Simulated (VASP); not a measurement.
# RbW (P-6m2) in VASP: notebook, part 2 of 2

VASP 6.6.1. Earlier steps stand in the parts before.

### Step 3. Single point, PBE (volume scaled by 1.04)

File INCAR:

```
SYSTEM = RbW
ALGO = Fast ; EDIFF = 1E-6
ENCUT = 520 ; GGA = PE
ISIF = 2 ; ISMEAR = -1
LASPH = .TRUE. ; LCHARG = .FALSE.
LREAL = .FALSE. ; LWAVE = .FALSE.
NBANDS = 18 ; NELM = 60
PREC = Accurate ; SIGMA = 0.05
```

File KPOINTS:

```
k-points
0
G
  9 9 5
  0 0 0
```

File POSCAR:

```
RbW
1.0
    3.5932940289      0.0000000000      0.0000000000
   -1.7966470094      3.1118839117      0.0000000000
    0.0000000000      0.0000000000      5.5664443080
Rb W
1 1
Direct
    0.0000000000      0.0000000000      0.5000000000
    0.6666666700      0.3333333300      0.0000000000
```

Potentials or basis: VASP PAW PBE potentials, release 64 (Rb_sv, W_sv).

The run is started by

```console
> cat potpaw_PBE.64/Rb_sv/POTCAR potpaw_PBE.64/W_sv/POTCAR > POTCAR
> mpirun -np 1 vasp_std > vasp.out
```

OUTCAR:

```text
SYSTEM = RbW
   EDIFF = 1E-6
   ENCUT = 520
   GGA = PE
   ISIF = 2
   ISMEAR = -1
   LASPH = .TRUE.
   LREAL = .FALSE.
   NELM = 60
   PREC = Accurate

 ion  position               nearest neighbor table
   1  0.000  0.000  0.500-   2 3.47   2 3.47   2 3.47   2 3.47   2 3.47   2 3.47
   2  0.667  0.333  0.000-   1 3.47   1 3.47   1 3.47   1 3.47   1 3.47   1 3.47

  LATTYP: Found a hexagonal cell.
 ALAT       =     3.5932940289
 C/A-ratio  =     1.5491201842

  Lattice vectors:

 A1 = (   3.5932940289,   0.0000000000,   0.0000000000)
 A2 = (  -1.7966470094,   3.1118839117,   0.0000000000)
 A3 = (   0.0000000000,   0.0000000000,   5.5664443080)

Analysis of symmetry for initial positions (statically):
=====================================================================
 Subroutine PRICEL returns:
 Original cell was already a primitive cell.

 Routine SETGRP: Setting up the symmetry group for a
 hexagonal supercell.

 Subroutine GETGRP returns: Found 12 space group operations
 (whereof 12 operations were pure point group operations)
 out of a pool of 24 trial point group operations.

The static configuration has the point symmetry D_3h.

Analysis of symmetry for dynamics (positions and initial velocities):
=====================================================================
 Subroutine PRICEL returns:
 Original cell was already a primitive cell.

 Routine SETGRP: Setting up the symmetry group for a
 hexagonal supercell.

 Subroutine GETGRP returns: Found 12 space group operations
 (whereof 12 operations were pure point group operations)
 out of a pool of 24 trial point group operations.

The dynamic configuration has the point symmetry D_3h.

 Subroutine INISYM returns: Found 12 space group operations
 (whereof 12 operations are pure point group operations),
 and found     1 'primitive' translations

[... 105 lines left out ...]
   NELECT =      23.0000    total number of electrons
   NUPDOWN=      -1.0000    fix difference up-down
   EMIN   =  10.00;   EMAX   =-10.00  energy-range for DOS
   EFERMI =   0.00;   METHOD = LEGACY
   ISMEAR =    -1;   SIGMA  =   0.05  broadening in eV -4-tet -1-fermi 0-gaus
   EFERMI_NEDOS =   21; number of points for ismear=-14 and -15
   IALGO  =     68    algorithm
   IMIX   =      4    mixing-type and parameters
     AMIX     =   0.40;   BMIX     =  1.00
     AMIX_MAG =   1.60;   BMIX_MAG =  1.00
  volume/ion in A,a.u.               =      31.12       210.02
  Fermi-wavevector in a.u.,A,eV,Ry     =   1.174770  2.219993 18.777184  1.380084
  Thomas-Fermi vector in A             =   2.311161
   LORBIT       =      0    0 simple, 1 ext, 2 COOP (PROOUT), +10 PAW based schemes
   GGA     = PE    functional components
   LHFCALC =     F    Hartree Fock is set to
   AEXX    =    0.0000 exact exchange contribution
   IVDW    =     0    specifies the selected vdW correction
   LEPSILON=     F    determine dielectric tensor
   LRPA    =     F    only Hartree local field effects (RPA)
 non-spin polarized calculation
 RMM-DIIS sequential band-by-band and
  energy-cutoff  :      520.00
  volume of cell :       62.24
 maximum number of plane-waves:      1707
 NGX is ok and might be reduce to    28
   NGX = 13   NGY = 13   NGZ = 21

 number of electron      22.9999998 magnetization

 Free energy of the ion-electron system (eV)
  ---------------------------------------------------
  ext. energy  EPLUGINS =         0.00000000
  ---------------------------------------------------
  free energy    TOTEN  =        -8.05954241 eV

  energy without entropy =       -8.02468305  energy(sigma->0) =       -8.04211273

 E-fermi :   3.1411     XC(G=0):  -9.4470

 val. band max:        3.1404963093   @ k =   0.0000   0.0000   0.4000
 cond. band min:       3.1445747417   @ k =   0.1111   0.1111   0.4000
 fundamental gap:      0.0040784325
 Fermi energy:         3.1410933836

 k-point     1 :       0.0000    0.0000    0.0000
  band No.  band energies     occupation
      1     -71.0491      2.00000
      2     -35.1463      2.00000
      3     -35.1463      2.00000
      4     -35.0910      2.00000
      5     -24.1550      2.00000
      6      -8.3388      2.00000
[... 481 lines left out ...]
      5     -23.9461      2.00000
      6      -8.6899      2.00000
[... 10 lines left out ...]
     17       7.7972      0.00000
     18       8.7508      0.00000

 [... further k-points ...]
[... 5 lines left out ...]
  --------------------------------------------------------------------------------------
  -------------------------------------------------------------------------------------
  Total       -5.5587751     -5.5587751      2.9491191     -0.0000000      0.0000000      0.0000000
  in kB     -143.0855168   -143.0855167     75.9117281     -0.0000002      0.0000000      0.0000000
  external PRESSURE =     -70.0864351 kB  Pullay stress =       0.0000000 kB

 VOLUME and BASIS-vectors are now :
 -----------------------------------------------------------------------------
  energy-cutoff  :      520.00
  volume of cell :       62.24
      direct lattice vectors                 reciprocal lattice vectors
     3.593294029  0.000000000  0.000000000     0.278296179  0.160674374  0.000000000
    -1.796647009  3.111883912  0.000000000     0.000000000  0.321348748  0.000000000
     0.000000000  0.000000000  5.566444308     0.000000000  0.000000000  0.179647895

 POSITION                                       TOTAL-FORCE (eV/Angst)
 -----------------------------------------------------------------------------------
      0.00000      0.00000      2.78322         0.000000     -0.000000      0.000000
      1.79665      1.03729      0.00000        -0.000000      0.000000      0.000000
 -----------------------------------------------------------------------------------
    total drift:                               -0.000023      0.000013     -0.000000

  FREE ENERGIE OF THE ION-ELECTRON SYSTEM (eV)
  ---------------------------------------------------
  free  energy   TOTEN  =        -8.0595424088 eV

  energy  without entropy=       -8.0246830452  energy(sigma->0) =       -8.04211273
```

OSZICAR:

```text
N       E                     dE             d eps       ncg     rms          rms(c)
DAV:   1     0.162767109197E+03    0.16277E+03   -0.13112E+04  1472   0.120E+03
DAV:   2    -0.469536781273E+00   -0.16324E+03   -0.16053E+03  1522   0.322E+02
DAV:   3    -0.848999150268E+01   -0.80205E+01   -0.78813E+01  1906   0.623E+01
[... 23 lines left out ...]
RMM:  27    -0.805953827842E+01   -0.12615E-05   -0.14292E-05   810   0.102E-02    0.284E-03
RMM:  28    -0.805953971476E+01   -0.14363E-05   -0.15810E-05   790   0.949E-03    0.300E-03
RMM:  29    -0.805954061515E+01   -0.90039E-06   -0.10719E-05   806   0.883E-03    0.290E-03
RMM:  30    -0.805954170632E+01   -0.10912E-05   -0.12311E-05   786   0.828E-03    0.286E-03
RMM:  31    -0.805954240881E+01   -0.70249E-06   -0.82654E-06   755   0.763E-03
   1 F= -.80595424E+01 E0= -.80421127E+01  d E =-.348594E-01
```

Wall time 2.6 min (1 thread of Intel Xeon 8259CL, shared host); peak memory 0.2 GiB.

Results:

| Property | Result |
| --- | --- |
| Free energy | -8.0595 eV |
| Pressure | -7.0 GPa |

Stress tensor (GPa, compression positive):
```
-14.31   0.00   0.00
  0.00 -14.31   0.00
  0.00   0.00   7.59
```

Caveat: spin-orbit coupling is left out, which moves the levels of the heavy elements.

### Step 4. Single point, PBE (volume scaled by 1.06)

File INCAR:

```
SYSTEM = RbW
PREC = Accurate
ENCUT = 520
EDIFF = 1E-7
ISMEAR = -1
SIGMA = 0.05
LREAL = .False.
LASPH = .True.
NELM = 80
ALGO = Fast
ISIF = 2
LWAVE = .False.
LCHARG = .True.
GGA = PE
LELF = .True.
LVHAR = .True.
NBANDS = 18
```

File KPOINTS:

```
regular mesh
0
Gamma
  9 9 5
  0 0 0
```

File POSCAR:

```
RbW
1.0
    3.6161818691      0.0000000000      0.0000000000
   -1.8080909294      3.1317053627      0.0000000000
    0.0000000000      0.0000000000      5.6019003232
Rb W
1 1
Direct
    0.0000000000      0.0000000000      0.5000000000
    0.6666666700      0.3333333300      0.0000000000
```

Potentials or basis: VASP PAW PBE potentials, release 64 (Rb_sv, W_sv).

The run is started by

```console
> cat potpaw_PBE.64/Rb_sv/POTCAR potpaw_PBE.64/W_sv/POTCAR > POTCAR
> mpirun -np 1 vasp_std > vasp.out
```

OUTCAR:

```text
SYSTEM = RbW
   PREC = Accurate
   ENCUT = 520
   EDIFF = 1E-7
   ISMEAR = -1
   LREAL = .False.
   LASPH = .True.
   NELM = 80
   ISIF = 2
   GGA = PE

 ion  position               nearest neighbor table
   1  0.000  0.000  0.500-   2 3.49   2 3.49   2 3.49   2 3.49   2 3.49   2 3.49
   2  0.667  0.333  0.000-   1 3.49   1 3.49   1 3.49   1 3.49   1 3.49   1 3.49

  LATTYP: Found a hexagonal cell.
 ALAT       =     3.6161818691
 C/A-ratio  =     1.5491201842

  Lattice vectors:
[... 191 lines left out ...]
      3     -35.2794      2.00000
      4     -35.2165      2.00000
      5     -24.2682      2.00000
      6      -8.4424      2.00000
[... 481 lines left out ...]
      5     -24.0729      2.00000
      6      -8.7883      2.00000
[... 10 lines left out ...]
     17       7.5840      0.00000
     18       8.5725      0.00000

 [... further k-points ...]
[... 5 lines left out ...]
  --------------------------------------------------------------------------------------
  -------------------------------------------------------------------------------------
  Total       -5.6295596     -5.6295596      2.6679377     -0.0000000      0.0000000     -0.0000000
  in kB     -142.1734391   -142.1734390     67.3782500     -0.0000002      0.0000000     -0.0000000
  external PRESSURE =     -72.3228760 kB  Pullay stress =       0.0000000 kB

 VOLUME and BASIS-vectors are now :
 -----------------------------------------------------------------------------
  energy-cutoff  :      520.00
  volume of cell :       63.44
      direct lattice vectors                 reciprocal lattice vectors
     3.616181869  0.000000000  0.000000000     0.276534764  0.159657420  0.000000000
    -1.808090929  3.131705363  0.000000000     0.000000000  0.319314841  0.000000000
     0.000000000  0.000000000  5.601900323     0.000000000  0.000000000  0.178510852

 POSITION                                       TOTAL-FORCE (eV/Angst)
 -----------------------------------------------------------------------------------
      0.00000      0.00000      2.80095         0.000000     -0.000000      0.000000
      1.80809      1.04390      0.00000        -0.000000      0.000000      0.000000
 -----------------------------------------------------------------------------------
    total drift:                               -0.000023      0.000013     -0.000000

  FREE ENERGIE OF THE ION-ELECTRON SYSTEM (eV)
  ---------------------------------------------------
  free  energy   TOTEN  =        -8.0064735497 eV

  energy  without entropy=       -7.9706343912  energy(sigma->0) =       -7.98855397
```

OSZICAR:

```text
N       E                     dE             d eps       ncg     rms          rms(c)
DAV:   1     0.163672479744E+03    0.16367E+03   -0.13041E+04  1464   0.119E+03
DAV:   2    -0.584152911356E+00   -0.16426E+03   -0.16109E+03  1498   0.321E+02
DAV:   3    -0.846097396236E+01   -0.78768E+01   -0.77248E+01  1998   0.619E+01
[... 40 lines left out ...]
RMM:  44    -0.800647315732E+01   -0.12523E-06   -0.15825E-06   874   0.280E-03    0.183E-04
RMM:  45    -0.800647327296E+01   -0.11564E-06   -0.14084E-06   743   0.254E-03    0.181E-04
RMM:  46    -0.800647337591E+01   -0.10295E-06   -0.12383E-06   725   0.238E-03    0.185E-04
RMM:  47    -0.800647346723E+01   -0.91323E-07   -0.11096E-06   707   0.223E-03    0.185E-04
RMM:  48    -0.800647354966E+01   -0.82424E-07   -0.98365E-07   708   0.210E-03
   1 F= -.80064735E+01 E0= -.79885540E+01  d E =-.358392E-01
```

It took 3.3 min on 1 thread of Intel Xeon 8259CL, shared host; peak memory 0.2 GiB.

What came out:

* Free energy: -8.0065 eV
* Pressure: -7.2 GPa

Levels at points of the mesh, in eV from the Fermi level:
```tsv
k point	band 9	band 10	band 11	band 12	band 13	band 14
(0.00, 0.00, 0.00)	-4.59	-1.07	0.05	0.05	0.93	0.93
```

Caveat: spin-orbit coupling is left out, which moves the levels of the heavy elements.

### Step 5. The runs side by side

| cell | further INCAR settings | gap on the mesh (eV) | pressure (GPa) |
| --- | --- | --- | --- |
| a = 3.570, b = 3.570, c = 5.531 Å, angles 90.0, 90.0, 120.0°, 2 atoms | ALGO = Fast; EDIFF = 1e-06; NBANDS = 18 | none | -6.8 |
| a = 3.593, b = 3.593, c = 5.566 Å, angles 90.0, 90.0, 120.0°, 2 atoms | ALGO = Fast; EDIFF = 1e-06; NBANDS = 18 | none | -7.0 |
| a = 3.616, b = 3.616, c = 5.602 Å, angles 90.0, 90.0, 120.0°, 2 atoms | ALGO = Fast; EDIFF = 1e-07; NBANDS = 18 | none | -7.2 |

Alike in all rows: task single point; level PBE; potentials or basis VASP PAW PBE potentials, release 64 (Rb_sv, W_sv); no spin polarisation; k mesh 9 × 9 × 5; cutoff (eV) 520; smearing fermi-dirac 0.05 eV.

Caveats: spin-orbit coupling is left out, which moves the levels of the heavy elements.

Total energies depend on the potentials used, so only differences within one code and one set of settings carry meaning.
